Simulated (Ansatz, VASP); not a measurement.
One calculation of Ti, two programs

Contents of INCAR:

```
SYSTEM = Ti
ALGO = Fast
EDIFF = 1E-6
ENCUT = 520
GGA = PS
ISIF = 2
ISMEAR = 0
LASPH = .True.
LCHARG = .False.
LREAL = .False.
LWAVE = .False.
NBANDS = 25
NELM = 80
PREC = Accurate
SIGMA = 0.15
```

The input KPOINTS:

```
k-points
0
Gamma
  12 12 18
  0 0 0
```

File POSCAR:

```
Ti
1.0
    4.2895255605      0.0000000000      0.0000000000
   -2.1447627802      3.7148381056      0.0000000000
    0.0000000000      0.0000000000      2.6588539717
Ti
3
Direct
    0.0000000000      0.0000000000      0.0000000000
    0.3333333333      0.6666666667      0.5000000000
    0.6666666667      0.3333333333      0.5000000000
```

Input for Ansatz:

```yaml
crystal:
  lattice:
    - [4.2895255605, 0.0, 0.0]
    - [-2.1447627802, 3.7148381056, 0.0]
    - [0.0, 0.0, 2.6588539717]
  atoms:
    - { symbol: Ti, position: [0.0, 0.0, 0.0] }
    - { symbol: Ti, position: [0.3333333333, 0.6666666667, 0.5] }
    - { symbol: Ti, position: [0.6666666667, 0.3333333333, 0.5] }
basis:
  ecutwfc: 420
kpoints:
  mp_grid: { grid: [12, 12, 18] }
hamiltonian:
  xc: pbesol
scf:
  occupations: { method: gaussian, width: 0.15 }
output:
  forces: true
  stress: true
  eigenvalues: true
  write_density: true
  write_potential: true
  elf: true
  volumetric_format: npy
```

Change from the starting cell: strain -0.050 along x and y, -0.050 along z, atoms carried along.

Alike in both runs: task single point; functional PBEsol; k mesh 12 × 12 × 18; occupations gaussian, width 0.15 eV; no spin polarisation.

|  | VASP | Ansatz |
| --- | --- | --- |
| version | VASP 6.6.1 | Ansatz 0.2.0 |
| potentials or method | VASP PAW PBE potentials, release 64 (Ti_sv), cutoff 520 eV | scalar-relativistic, plane waves, PAW |
| valence electrons in the cell | 36 | 36 |

VASP gave:

* gap on the k mesh at the Fermi level (eV): none
* pressure (GPa): 23.1
* traceless stress, the component that is largest in VASP (GPa): 1.16

What did Ansatz give for the same quantities?

gap on the k mesh at the Fermi level (eV): none; pressure (GPa): 24.1; traceless stress, the component that is largest in VASP (GPa): 1.19.

VASP's potentials were made for PBE, not for PBEsol. A gap of «none» marks a metal or a gap that the smearing closes. The functional is the same, so the differences come from potentials, cutoffs and numerics.
